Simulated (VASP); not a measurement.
# B (Pmmm) in VASP: further runs

The runs below take B through single point, relaxation of cell and atoms, with PBE.

Program: VASP 6.6.1. These are calculated values, not measurements. Logs are shortened: lines on timing, memory, paths and dates and some standing lists are left out, and cuts for length are marked.

**1. The cell of the first run**

The typed cell holds 1 atom: a = 1.586 Å, b = 2.349 Å, c = 2.343 Å, α = 90.00°, β = 90.00°, γ = 90.00°.

The cell was built from a structure type or drawn by symmetry, and may not be a known phase.

**2. Single point, PBE**

Contents of INCAR:

```
SYSTEM = B
PREC = Accurate
ENCUT = 520
EDIFF = 1E-7
ISMEAR = 0
SIGMA = 0.1
LREAL = .False.
LASPH = .True.
NELM = 60
ALGO = Normal
ISIF = 2
LWAVE = .False.
LCHARG = .False.
GGA = PE
NBANDS = 8
```

Contents of KPOINTS:

```
Automatic mesh
0
Gamma
  34 24 24
  0 0 0
```

Contents of POSCAR:

```
B
1.0
    1.5858229545      0.0000000000      0.0000000000
    0.0000000000      2.3492977332      0.0000000000
    0.0000000000      0.0000000000      2.3426584057
B
1
Direct
    0.0000000000      0.0000000000      0.5000000000
```

Potentials or basis: VASP PAW PBE potentials, release 64 (B).

The run is started by

```console
$ cat potpaw_PBE.64/B/POTCAR > POTCAR
$ mpirun -np 1 vasp_std > vasp.out
```

OUTCAR:

```text
SYSTEM = B
   PREC = Accurate
   ENCUT = 520
   EDIFF = 1E-7
   ISMEAR = 0
   LREAL = .False.
   LASPH = .True.
   NELM = 60
   ISIF = 2
   GGA = PE

 ion  position               nearest neighbor table
   1  0.000  0.000  0.500-

  LATTYP: Found a simple orthorhombic cell.
 ALAT       =     1.5858229545
 B/A-ratio  =     1.4772509119
 C/A-ratio  =     1.4814375883

  Lattice vectors:

 A1 = (  -1.5858229545,   0.0000000000,   0.0000000000)
 A2 = (   0.0000000000,   0.0000000000,   2.3426584057)
 A3 = (   0.0000000000,   2.3492977332,   0.0000000000)

Analysis of symmetry for initial positions (statically):
=====================================================================
 Subroutine PRICEL returns:
 Original cell was already a primitive cell.

 Routine SETGRP: Setting up the symmetry group for a
 simple orthorhombic supercell.

 Subroutine GETGRP returns: Found  8 space group operations
 (whereof  8 operations were pure point group operations)
 out of a pool of  8 trial point group operations.

The static configuration has the point symmetry D_2h.

Analysis of symmetry for dynamics (positions and initial velocities):
=====================================================================
 Subroutine PRICEL returns:
 Original cell was already a primitive cell.

 Routine SETGRP: Setting up the symmetry group for a
 simple orthorhombic supercell.

 Subroutine GETGRP returns: Found  8 space group operations
 (whereof  8 operations were pure point group operations)
 out of a pool of  8 trial point group operations.

The dynamic configuration has the point symmetry D_2h.

 Subroutine INISYM returns: Found  8 space group operations
 (whereof  8 operations are pure point group operations),
 and found     1 'primitive' translations

----------------------------------------------------------------------------------------

                                     Primitive cell

  volume of cell :       8.7277

  direct lattice vectors                    reciprocal lattice vectors
     1.585822954  0.000000000  0.000000000     0.630587417  0.000000000  0.000000000
     0.000000000  2.349297733  0.000000000     0.000000000  0.425659118  0.000000000
     0.000000000  0.000000000  2.342658406     0.000000000  0.000000000  0.426865478

  length of vectors
[... 80 lines left out ...]
   EDIFF  = 0.1E-06   stopping-criterion for ELM
   LREAL  =      F    real-space projection
   EDIFFG = 0.1E-05   stopping-criterion for IOM
   NSW    =      0    number of steps for IOM
   IBRION =     -1    ionic relax: 0-MD 1-quasi-New 2-CG
   NFREE  =      0    steps in history (QN), initial steepest desc. (CG)
   ISIF   =      2    stress and relaxation
   ISYM   =      2    0-nonsym 1-usesym 2-fastsym
   POTIM  = 0.5000    time-step for ionic-motion
   TEBEG  =    0.0;   TEEND  =   0.0 temperature during run
   PSTRESS=    0.0 pullay stress
   NELECT =       3.0000    total number of electrons
   NUPDOWN=      -1.0000    fix difference up-down
   EMIN   =  10.00;   EMAX   =-10.00  energy-range for DOS
   EFERMI =   0.00;   METHOD = LEGACY
   ISMEAR =     0;   SIGMA  =   0.10  broadening in eV -4-tet -1-fermi 0-gaus
   EFERMI_NEDOS =   21; number of points for ismear=-14 and -15
   IALGO  =     38    algorithm
   IMIX   =      4    mixing-type and parameters
     AMIX     =   0.40;   BMIX     =  1.00
     AMIX_MAG =   1.60;   BMIX_MAG =  1.00
  volume/ion in A,a.u.               =       8.73        58.90
  Fermi-wavevector in a.u.,A,eV,Ry     =   1.146783  2.167106 17.893183  1.315112
  Thomas-Fermi vector in A             =   2.283466
   LORBIT       =      0    0 simple, 1 ext, 2 COOP (PROOUT), +10 PAW based schemes
   GGA     = PE    functional components
   LHFCALC =     F    Hartree Fock is set to
   AEXX    =    0.0000 exact exchange contribution
   IVDW    =     0    specifies the selected vdW correction
   LEPSILON=     F    determine dielectric tensor
   LRPA    =     F    only Hartree local field effects (RPA)
 non-spin polarized calculation
 Gauss-broadening in eV      SIGMA  =   0.10
  energy-cutoff  :      520.00
  volume of cell :        8.73
 maximum number of plane-waves:       254
 NGX is ok and might be reduce to    12
   NGX =  5   NGY =  9   NGZ =  9

 number of electron       3.0000000 magnetization

 Free energy of the ion-electron system (eV)
  ---------------------------------------------------
  ext. energy  EPLUGINS =         0.00000000
  ---------------------------------------------------
  free energy    TOTEN  =        -5.65030119 eV

  energy without entropy =       -5.64900871  energy(sigma->0) =       -5.64965495

 E-fermi :   4.9626     XC(G=0): -11.0187

 val. band max:        4.9525677218   @ k =   0.1765   0.2500   0.0000
 cond. band min:       4.9635875058   @ k =   0.0588   0.0000   0.2083
 fundamental gap:      0.0110197840
 Fermi energy:         4.9626319549

 k-point     1 :       0.0000    0.0000    0.0000
  band No.  band energies     occupation
      1      -8.9597      2.00000
      2       9.4118      0.00000
      3       9.5046      0.00000
      4      19.3055      0.00000
      5      20.4318      0.00000
      6      31.3560      0.00000
      7      40.8528      0.00000
      8      40.8888      0.00000
[... 243 lines left out ...]
 k-point    24 :       0.1471    0.0417    0.0000
  band No.  band energies     occupation
      1      -7.9544      2.00000
      2      10.2401      0.00000
      3      10.6726      0.00000
      4      18.8279      0.00000
      5      20.8461      0.00000
      6      28.3139      0.00000
      7      40.7036      0.00000
      8      41.4695      0.00000

 [... further k-points ...]

------------------------ aborting loop because EDIFF is reached ----------------------------------------

  FORCE on cell =-STRESS in cart. coord.  units (eV):
  Direction    XX          YY          ZZ          XY          YZ          ZX
  --------------------------------------------------------------------------------------
  -------------------------------------------------------------------------------------
  Total       -0.0101041     -0.0032473     -0.0023384      0.0000000      0.0000000     -0.0000000
  in kB       -1.8548435     -0.5961232     -0.4292753      0.0000000      0.0000000     -0.0000000
  external PRESSURE =      -0.9600807 kB  Pullay stress =       0.0000000 kB

 VOLUME and BASIS-vectors are now :
 -----------------------------------------------------------------------------
  energy-cutoff  :      520.00
  volume of cell :        8.73
      direct lattice vectors                 reciprocal lattice vectors
     1.585822954  0.000000000  0.000000000     0.630587417  0.000000000  0.000000000
     0.000000000  2.349297733  0.000000000     0.000000000  0.425659118  0.000000000
     0.000000000  0.000000000  2.342658406     0.000000000  0.000000000  0.426865478

 POSITION                                       TOTAL-FORCE (eV/Angst)
 -----------------------------------------------------------------------------------
      0.00000      0.00000      1.17133         0.000000      0.000000      0.000000
 -----------------------------------------------------------------------------------
    total drift:                                0.000000      0.000000      0.000000

  FREE ENERGIE OF THE ION-ELECTRON SYSTEM (eV)
  ---------------------------------------------------
  free  energy   TOTEN  =        -5.6503011853 eV

  energy  without entropy=       -5.6490087131  energy(sigma->0) =       -5.64965495
```

OSZICAR:

```text
N       E                     dE             d eps       ncg     rms          rms(c)
DAV:   1    -0.294210073898E+01   -0.29421E+01   -0.12521E+03 52912   0.261E+02
DAV:   2    -0.594733800650E+01   -0.30052E+01   -0.28297E+01 64800   0.364E+01
DAV:   3    -0.595304927114E+01   -0.57113E-02   -0.57108E-02 55864   0.172E+00
DAV:   4    -0.595305001720E+01   -0.74606E-06   -0.74617E-06 71760   0.177E-02
DAV:   5    -0.595305001708E+01    0.11443E-09   -0.57228E-10 56104   0.841E-05    0.357E+00
DAV:   6    -0.573335763617E+01    0.21969E+00   -0.16315E-01 54640   0.163E+00    0.199E+00
DAV:   7    -0.565022647916E+01    0.83131E-01   -0.21631E-01 57016   0.184E+00    0.229E-01
DAV:   8    -0.565031457862E+01   -0.88099E-04   -0.13265E-03 51232   0.297E-01    0.325E-02
DAV:   9    -0.565030006116E+01    0.14517E-04   -0.61477E-05 68184   0.352E-02    0.119E-02
DAV:  10    -0.565030120031E+01   -0.11392E-05   -0.14415E-06 56648   0.827E-03    0.830E-04
DAV:  11    -0.565030118534E+01    0.14973E-07   -0.38731E-08 51216   0.103E-03
   1 F= -.56503012E+01 E0= -.56496549E+01  d E =-.129247E-02
```

stdout:

```text
POSCAR found type information on POSCAR B
 POSCAR found :  1 types and       1 ions
 scaLAPACK will be used
 LDA part: xc-table for (Slater+PW92), standard interpolation
 POSCAR, INCAR and KPOINTS ok, starting setup
 FFT: planning ... GRIDC
 FFT: planning ... GRID_SOFT
 FFT: planning ... GRID
 WAVECAR not read
 entering main loop
```

Wall time 44 s (1 thread of Intel Xeon 6975P-C (Granite Rapids), shared host); peak memory 0.27 GiB.

Results:

```yaml
Free_energy: -5.6503 eV
Pressure: -0.1 GPa
Band_gap_on_the_k_mesh: zero (an odd number of electrons rules out a gap without spin polarisation)
```

**3. Relaxation of cell and atoms, PBE**

This run uses another cell than the first one, of 8.70 Å³/atom.

Contents of INCAR:

```
SYSTEM = B
ALGO = Normal
EDIFF = 1E-6
EDIFFG = -0.01
ENCUT = 600
GGA = PE
IBRION = 2
ISIF = 3
ISMEAR = 0
LASPH = .True.
LCHARG = .False.
LREAL = .False.
LWAVE = .False.
NELM = 80
NSW = 100
PREC = Accurate
SIGMA = 0.1
```

Contents of KPOINTS:

```
k-points
0
Gamma
  34 24 24
  0 0 0
```

Contents of POSCAR:

```
B
1.0
    1.5860567574      0.0000000000      0.0000000000
    0.0000000000      2.3461383007      0.0000000000
    0.0000000000      0.0000000000      2.3388945282
B
1
Direct
    0.0000000000      0.0000000000      0.5000000000
```

Potentials or basis: VASP PAW PBE potentials, release 64 (B).

The run is started by

```console
$ cat potpaw_PBE.64/B/POTCAR > POTCAR
$ mpirun -np 1 vasp_std > vasp.out
```

Wall time 62 s (1 thread of Intel Xeon 6975P-C (Granite Rapids), shared host); peak memory 0.27 GiB.

It converged, with:

* Free energy: -5.6510 eV
* Energy gained by relaxing: 0.0 meV/atom
* Ionic steps: 3
* Pressure after relaxing: 0.1 GPa
* Band gap on the k mesh: zero (an odd number of electrons rules out a gap without spin polarisation)

Final structure:
```
CELL_PARAMETERS angstrom
1.58547 0.00000 0.00000
0.00000 2.34644 0.00000
0.00000 0.00000 2.33927
ATOMIC_POSITIONS crystal
B 0.00000 0.00000 0.50000
```

Levels at points of the mesh, in eV from the Fermi level:
```tsv
k point	band 1	band 2	band 3	band 4	band 5
(0.00, 0.00, 0.00)	-13.95	4.47	4.57	14.37	15.52
(0.50, 0.00, 0.00)	-5.91	1.45	13.61	13.69	21.46
(0.00, 0.50, 0.00)	-9.21	-7.39	6.40	20.03	20.08
(0.50, 0.50, 0.00)	-3.88	4.31	7.03	10.82	14.91
(0.00, 0.00, 0.50)	-9.15	-7.39	6.33	19.95	19.99
(0.50, 0.00, 0.50)	-3.85	4.30	7.10	10.83	14.86
(0.00, 0.50, 0.50)	-4.32	-4.17	-4.12	5.15	27.80
(0.50, 0.50, 0.50)	-2.17	6.72	6.78	13.74	15.24
```
